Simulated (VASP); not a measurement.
Wanted: the native input for a VASP 6.6.1 run.

```
Task                   : single point
Functional             : r2SCAN
Potentials or basis    : VASP PAW PBE potentials, release 64 (In_d, P)
Cutoff                 : 520 eV
k mesh                 : 8 × 8 × 8
Occupations            : gaussian, width 0.05 eV
Spin                   : no spin polarisation
Dipole correction      : no
Further INCAR settings : ALGO = Normal; EDIFF = 1e-06; NBANDS = 16
```

InP:

```
In P
1.0
     0.00000    3.26018    2.93050
     3.26018    0.00000    2.93050
     3.26018    3.26018    0.00000
In P
1 1
Cartesian
  0.0000 0.0000 0.0000
  4.8903 4.8903 4.3957
```

This cell differs from its parent crystal: strain +0.1125 x Voigt [1, 1, 0, 0, 0, 0].

These files were run (other wordings do the same):

POSCAR

```
InP
1.0
    0.0000000000      3.2601812500      2.9305000000
    3.2601812500      0.0000000000      2.9305000000
    3.2601812500      3.2601812500      0.0000000000
In P
1 1
Direct
    0.0000000000      0.0000000000      0.0000000000
    0.7500000000      0.7500000000      0.7500000000
```

INCAR.step1

```
SYSTEM = InP
PREC = Accurate
ENCUT = 520
ISMEAR = 0
SIGMA = 0.05
LREAL = .False.
LASPH = .True.
NELM = 80
NBANDS = 16
GGA = PE
ALGO = Normal
EDIFF = 1E-4
LWAVE = .True.
LCHARG = .False.
```

INCAR.step2

```
SYSTEM = InP
PREC = Accurate
ENCUT = 520
EDIFF = 1E-6
ISMEAR = 0
SIGMA = 0.05
LREAL = .False.
LASPH = .True.
NELM = 80
ALGO = Normal
ISIF = 2
LWAVE = .False.
LCHARG = .False.
METAGGA = R2SCAN
LMIXTAU = .True.
NBANDS = 16
ISTART = 1
```

KPOINTS

```
Automatic mesh
0
Gamma
  8 8 8
  0 0 0
```

Potentials or basis: VASP PAW PBE potentials, release 64 (In_d, P).

Run with:

```bash
$ cat potpaw_PBE.64/In_d/POTCAR potpaw_PBE.64/P/POTCAR > POTCAR
$ cp INCAR.step1 INCAR
$ mpirun -np 1 vasp_std > vasp.out
$ cp INCAR.step2 INCAR
$ mpirun -np 1 vasp_std > vasp.out
```

It gave:

```json
{
 "Pressure": "-8.5 GPa",
 "Band gap on the k mesh": "0.23 eV (least direct gap 0.37 eV)"
}
```

Caveat: the cell differs from its parent crystal (strain +0.1125 x Voigt [1, 1, 0, 0, 0, 0]); the cell stands under tension; semilocal functionals underestimate gaps, and a narrow one can read as zero; the PAW data sets were made with another functional, which shifts forces and pressure a little; spin-orbit coupling is left out, which moves the levels of the heavy elements.

Wall time 2.5 min on 1 thread of Intel(R) Xeon(R) Platinum 8259CL CPU @ 2.50GHz (Skylake/Cascade Lake) (shared host), peak memory 0.24 GiB.
